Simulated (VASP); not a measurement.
# BiMo (wurtzite type) (P6_3mc) in VASP: relaxation of cell and atoms with PBEsol

Aim: the relaxation of cell and atoms of BiMo (wurtzite type) with PBEsol.

All numbers are computed with VASP 6.6.1; they aren't measurements. Logs are shortened: lines on timing, memory, paths and dates and some standing lists are left out, and cuts for length are marked.

## 1. The cell of the first run

It takes space group P6_3mc (No. 186, hexagonal). The conventional cell has a = 4.184 Å, b = 4.184 Å, c = 6.820 Å, α = 90.00°, β = 90.00°, γ = 120.00°. Within 3.4 Å of Mo (site symmetry 3m) lie 4 Bi at 2.56 Å. Bi (site symmetry 3m) has 4 Mo at 2.56 Å within 3.4 Å.

## 2. Relaxation of cell and atoms, PBEsol, target pressure 2.1 GPa, at which the enthalpy is minimised

File INCAR:

```
PREC     = Accurate       # precision mode
ENCUT    = 500            # plane-wave cutoff, eV
EDIFF    = 1E-7           # SCF threshold, eV
ISMEAR   = -1             # smearing method
SIGMA    = 0.05           # smearing width, eV
LREAL    = False          # projectors in reciprocal space
LASPH    = True           # aspherical terms in the spheres
NELM     = 120            # most SCF steps
ALGO     = Normal         # electronic algorithm
ISIF     = 3              # what is computed and relaxed
LWAVE    = False          # write WAVECAR
LCHARG   = False          # write CHGCAR
GGA      = PS             # functional
IBRION   = 2              # ionic algorithm
NSW      = 60             # ionic steps
EDIFFG   = -0.005         # ionic threshold
PSTRESS  = 21.0         
GGA_COMPAT= False        
NELMIN   = 4
```

File KPOINTS:

```
regular mesh
0
Gamma
  8 8 5
```

File POSCAR:

```
BiMo
1.0
    4.1841847651      0.0000000000      0.0000000000
   -2.0920923826      3.6236103007      0.0000000000
    0.0000000000      0.0000000000      6.8202211672
Mo Bi
2 2
Direct
    0.3333333333      0.6666666667      0.0000000000
    0.6666666667      0.3333333333      0.5000000000
    0.3333333333      0.6666666667      0.3760000000
    0.6666666667      0.3333333333      0.8760000000
```

Potentials or basis: VASP PAW PBE potentials, release 64 (Mo_sv, Bi_d).

Started as:

```
$ cat potpaw_PBE.64/Mo_sv/POTCAR potpaw_PBE.64/Bi_d/POTCAR > POTCAR
$ mpirun -np 1 vasp_std > vasp.out
```

OUTCAR:

```text
PREC = Accurate
   ENCUT = 500
   EDIFF = 1E-7
   ISMEAR = -1
   LREAL = False
   LASPH = True
   NELM = 120
   ISIF = 3
   GGA = PS
   IBRION = 2
   NSW = 60
   EDIFFG = -0.005
   PSTRESS = 21.0
   NELMIN = 4

 ion  position               nearest neighbor table
   1  0.333  0.667  0.000-   4 2.56   4 2.56   4 2.56   3 2.56
   2  0.667  0.333  0.500-   3 2.56   3 2.56   3 2.56   4 2.56
   3  0.333  0.667  0.376-   2 2.56   2 2.56   2 2.56   1 2.56
   4  0.667  0.333  0.876-   1 2.56   1 2.56   1 2.56   2 2.56

  LATTYP: Found a hexagonal cell.
 ALAT       =     4.1841847651
 C/A-ratio  =     1.6300000000

  Lattice vectors:

 A1 = (   4.1841847651,   0.0000000000,   0.0000000000)
 A2 = (  -2.0920923826,   3.6236103007,   0.0000000000)
 A3 = (   0.0000000000,   0.0000000000,   6.8202211672)

Analysis of symmetry for initial positions (statically):
=====================================================================
 Subroutine PRICEL returns:
 Original cell was already a primitive cell.

 Routine SETGRP: Setting up the symmetry group for a
 hexagonal supercell.

 Subroutine GETGRP returns: Found 12 space group operations
 (whereof  6 operations were pure point group operations)
 out of a pool of 24 trial point group operations.

The static configuration has the point symmetry C_3v.
 The point group associated with its full space group is C_6v.

Analysis of symmetry for dynamics (positions and initial velocities):
=====================================================================
 Subroutine PRICEL returns:
 Original cell was already a primitive cell.

 Routine SETGRP: Setting up the symmetry group for a
 hexagonal supercell.

 Subroutine GETGRP returns: Found 12 space group operations
 (whereof  6 operations were pure point group operations)
 out of a pool of 24 trial point group operations.

The dynamic configuration has the point symmetry C_3v.
 The point group associated with its full space group is C_6v.

 Subroutine INISYM returns: Found 12 space group operations
 (whereof  6 operations are pure point group operations),
 and found     1 'primitive' translations

----------------------------------------------------------------------------------------

                                     Primitive cell

  volume of cell :     103.4072

  direct lattice vectors                    reciprocal lattice vectors
     4.184184765  0.000000000  0.000000000     0.238995182  0.137983933  0.000000000
    -2.092092383  3.623610301  0.000000000     0.000000000  0.275967865  0.000000000
     0.000000000  0.000000000  6.820221167     0.000000000  0.000000000  0.146622811

  length of vectors
     4.184184765  4.184184765  6.820221167     0.275967865  0.275967865  0.146622811

  position of ions in fractional coordinates (direct lattice)
     0.333333333  0.666666667  0.000000000
     0.666666667  0.333333333  0.500000000
     0.333333333  0.666666667  0.376000000
     0.666666667  0.333333333  0.876000000

  ion indices of the primitive-cell ions
   primitive index   ion index
                 1           1
                 2           2
                 3           3
                 4           4

----------------------------------------------------------------------------------------

 KPOINTS: regular mesh

Automatic generation of k-mesh.
 Grid dimensions read from file:
 generate k-points for:    8    8    5

 Generating k-lattice:

  Cartesian coordinates                     Fractional coordinates (reciprocal lattice)
     0.029874398  0.017247992  0.000000000     0.125000000  0.000000000  0.000000000
     0.000000000  0.034495983  0.000000000     0.000000000  0.125000000  0.000000000
     0.000000000  0.000000000  0.029324562     0.000000000  0.000000000  0.200000000

  Length of vectors
     0.034495983  0.034495983  0.029324562

  Shift w.r.t. Gamma in fractional coordinates (k-lattice)
     0.000000000  0.000000000  0.000000000

 Subroutine IBZKPT returns following result:
 ===========================================

 Found     30 irreducible k-points:

 Following reciprocal coordinates:
            Coordinates               Weight
  0.000000  0.000000  0.000000      1.000000
  0.125000  0.000000  0.000000      6.000000
  0.250000  0.000000  0.000000      6.000000
  0.375000  0.000000  0.000000      6.000000
  0.500000  0.000000  0.000000      3.000000
  0.125000  0.125000  0.000000      6.000000
[... 16 lines left out ...]
  0.250000  0.000000  0.400000     12.000000
  0.375000  0.000000  0.400000     12.000000
 [... further k-points ...]
   k-points           NKPTS =     30   k-points in BZ     NKDIM =     30   number of bands    NBANDS=     34
   number of dos      NEDOS =    301   number of ions     NIONS =      4
   total plane-waves  NPLWV =  51200
   dimension x,y,z NGX =    32 NGY =   32 NGZ =   50
   dimension x,y,z NGXF=    64 NGYF=   64 NGZF=  100
   ions per type =               2   2
   NGX,Y,Z   is equivalent  to a cutoff of  12.71, 12.71, 12.19 a.u.
   NGXF,Y,Z  is equivalent  to a cutoff of  25.43, 25.43, 24.38 a.u.
 SYSTEM =  unknown system
   PREC   = accura    normal or accurate (medium, high low for compatibility)
   ISTART =      0    job   : 0-new  1-cont  2-samecut
   ICHARG =      2    charge: 1-file 2-atom 10-const
   ISPIN  =      1    spin polarized calculation?
   LNONCOLLINEAR =      F non collinear calculations
   LSORBIT =      F    spin-orbit coupling
   LASPH  =      T    aspherical Exc in radial PAW
   ENCUT  =  500.0 eV  36.75 Ry    6.06 a.u.   7.63  7.63 12.43*2*pi/ulx,y,z
   NELM   =    120;   NELMIN=  4; NELMDL= -5     # of ELM steps
   EDIFF  = 0.1E-06   stopping-criterion for ELM
   LREAL  =      F    real-space projection
   EDIFFG = -.5E-02   stopping-criterion for IOM
   NSW    =     60    number of steps for IOM
   IBRION =      2    ionic relax: 0-MD 1-quasi-New 2-CG
   NFREE  =      1    steps in history (QN), initial steepest desc. (CG)
   ISIF   =      3    stress and relaxation
   ISYM   =      2    0-nonsym 1-usesym 2-fastsym
   POTIM  = 0.5000    time-step for ionic-motion
   TEBEG  =    0.0;   TEEND  =   0.0 temperature during run
   PSTRESS=   21.0 pullay stress
   NELECT =      58.0000    total number of electrons
   NUPDOWN=      -1.0000    fix difference up-down
   EMIN   =  10.00;   EMAX   =-10.00  energy-range for DOS
   EFERMI =   0.00;   METHOD = LEGACY
   ISMEAR =    -1;   SIGMA  =   0.05  broadening in eV -4-tet -1-fermi 0-gaus
   EFERMI_NEDOS =   21; number of points for ismear=-14 and -15
   IALGO  =     38    algorithm
   IMIX   =      4    mixing-type and parameters
     AMIX     =   0.40;   BMIX     =  1.00
     AMIX_MAG =   1.60;   BMIX_MAG =  1.00
  volume/ion in A,a.u.               =      25.85       174.46
  Fermi-wavevector in a.u.,A,eV,Ry     =   1.350104  2.551327 24.800439  1.822781
  Thomas-Fermi vector in A             =   2.477636
   LORBIT       =      0    0 simple, 1 ext, 2 COOP (PROOUT), +10 PAW based schemes
   GGA     = PS    functional components
   LHFCALC =     F    Hartree Fock is set to
   AEXX    =    0.0000 exact exchange contribution
   IVDW    =     0    specifies the selected vdW correction
   LEPSILON=     F    determine dielectric tensor
   LRPA    =     F    only Hartree local field effects (RPA)
 conjugate gradient relaxation of ions
 non-spin polarized calculation
  energy-cutoff  :      500.00
  volume of cell :      103.41
 maximum number of plane-waves:      2653
 NGX is ok and might be reduce to    32
   NGX = 15   NGY = 15   NGZ = 25

--------------------------------------- Ionic step        1  -------------------------------------------

 number of electron      57.9999996 magnetization

 Free energy of the ion-electron system (eV)
  ---------------------------------------------------
  ext. energy  EPLUGINS =         0.00000000
  ---------------------------------------------------
  free energy    TOTEN  =       -24.08834206 eV

  energy without entropy =      -23.98634696  energy(sigma->0) =      -24.03734451

------------------------ aborting loop because EDIFF is reached ----------------------------------------

  FORCE on cell =-STRESS in cart. coord.  units (eV):
  Direction    XX          YY          ZZ          XY          YZ          ZX
  --------------------------------------------------------------------------------------
  -------------------------------------------------------------------------------------
  Total       10.9703725     10.9703725     10.6144423     -0.0000000      0.0000000      0.0000000
  in kB      169.9734777    169.9734777    164.4587432     -0.0000000      0.0000000      0.0000000
  external PRESSURE =     147.1352329 kB  Pullay stress =      21.0000000 kB
[... 1896 lines left out ...]
     33      10.8160      0.00000
     34      10.8458      0.00000

 [... further k-points ...]

[... ionic steps 4 to 43 ...]

--------------------------------------- Ionic step       44  -------------------------------------------

 number of electron      58.0000010 magnetization

------------------------ aborting loop because EDIFF is reached ----------------------------------------

  FORCE on cell =-STRESS in cart. coord.  units (eV):
  Direction    XX          YY          ZZ          XY          YZ          ZX
  --------------------------------------------------------------------------------------
  -------------------------------------------------------------------------------------
  Total        0.7951299      0.7951299     -0.1136782     -0.0000000     -0.0000000      0.0000000
  in kB       14.8158559     14.8158559     -2.1181943     -0.0000000     -0.0000000      0.0000000
  external PRESSURE =     -11.8288275 kB  Pullay stress =      21.0000000 kB
[... 65 lines left out ...]
  enthalpy is  TOTEN    =       -26.9899612776 eV   P V=        1.1200173618

--------------------------------------- Ionic step       46  -------------------------------------------

 number of electron      58.0000024 magnetization

 Free energy of the ion-electron system (eV)
  ---------------------------------------------------
  ext. energy  EPLUGINS =         0.00000000
  ---------------------------------------------------
  free energy    TOTEN  =       -28.10960377 eV

  energy without entropy =      -28.06335969  energy(sigma->0) =      -28.08648173

 E-fermi :  10.2056     XC(G=0): -12.0160

 val. band max:       10.1471145683   @ k =   0.1250   0.0000   0.0000
 cond. band min:      10.2222688483   @ k =   0.1250   0.1250   0.4000
 fundamental gap:      0.0751542800
 Fermi energy:        10.2056240923

 k-point     1 :       0.0000    0.0000    0.0000
  band No.  band energies     occupation
      1     -50.3725      2.00000
      2     -50.3723      2.00000
      3     -24.6353      2.00000
      4     -24.6224      2.00000
      5     -24.2733      2.00000
      6     -24.2733      2.00000
[... 910 lines left out ...]
  FREE ENERGIE OF THE ION-ELECTRON SYSTEM (eV)
  ---------------------------------------------------
  free  energy   TOTEN  =       -28.1096037735 eV

  energy  without entropy=      -28.0633596940  energy(sigma->0) =      -28.08648173

  enthalpy is  TOTEN    =       -26.9899753497 eV   P V=        1.1196284238

 reached required accuracy - stopping structural energy minimisation
```

Run time: 56 min. Hardware: 1 thread of Oxide Virtual Turin-like, shared host; peak memory 0.24 GiB.

What came out:

```yaml
Free_energy: -28.1096 eV
Relaxed_volume: 21.36 Å³/atom
Relaxed_cell: a = 3.182 Å, b = 3.182 Å, c = 9.742 Å, α = 90.00°, β = 90.00°, γ = 120.00°
Space_group_after_relaxing_to_0.1_Å: P6_3mc (No. 186)
Energy_change_on_relaxing_the_run_minimises_the_enthalpy: -1005.3 meV/atom
Ionic_steps: 46
Pressure_after_relaxing: 2.1 GPa
Band_gap_on_the_k_mesh: zero (bands 29 and 30 overlap by 1.40 eV)
```

Forces in eV/Å, atoms in the order of the input:
```
Mo   0.000  0.000 -0.003
Mo   0.000  0.000 -0.003
Bi   0.000  0.000  0.003
Bi   0.000  0.000  0.003
```

Step by step:
```
step  energy change (eV)  largest force (eV/Å)  pressure (GPa)  volume (Å³)
   1              0.0000                0.2050           16.81       103.41
   3             -0.8081                0.0434            1.59       118.93
   5             -0.7970                0.0497            2.23       118.00
   7             -0.7990                0.0102            2.23       117.98
   9             -0.8114                0.2690            2.15       117.82
  11             -0.8141                0.5289            2.07       117.71
  13             -0.8137                0.6068            2.04       117.68
  15             -0.8138                0.6104            2.04       117.68
  17             -0.8143                0.6249            2.03       117.67
  19             -0.8160                0.6857            1.98       117.65
  21             -0.8189                0.9553            1.77       117.55
  23             -0.8388                1.0399            1.52       117.46
  25             -0.9365                1.5589            0.12       116.91
  27             -1.0253                2.7845           -2.39       115.66
  29             -1.1292                3.6183           -5.64       114.01
  31             -1.5276                3.2068           -7.59       111.91
  33             -2.8247                2.2711          -12.57       100.56
  35             -3.2318                2.0644           -9.55        93.80
  37             -3.6734                1.5591            6.18        81.80
  39             -3.7841                1.2286            4.43        82.71
  41             -3.9484                0.1233            4.18        83.62
  43             -4.0255                0.0386            0.78        86.10
  45             -4.0216                0.0045            2.03        85.45
  46             -4.0213                0.0028            2.09        85.42
```

Final structure:
```
Mo Bi
1.0
     3.18198    0.00000    0.00000
    -1.59099    2.75567    0.00000
     0.00000    0.00000    9.74183
Mo Bi
2 2
Direct
  0.33333 0.66667 0.04720
  0.66667 0.33333 0.54720
  0.33333 0.66667 0.32880
  0.66667 0.33333 0.82880
```

Caveat: the cell is relaxed towards a set pressure, so the run minimises the enthalpy, not the energy; the volume moved by over 15 % at a fixed basis, so the end points are rough; the PAW data sets were made with another functional, which shifts forces and pressure a little; spin-orbit coupling is left out, which moves the levels of the heavy elements.

The gap in the log of VASP goes by the Fermi energy; the results here count the filled bands.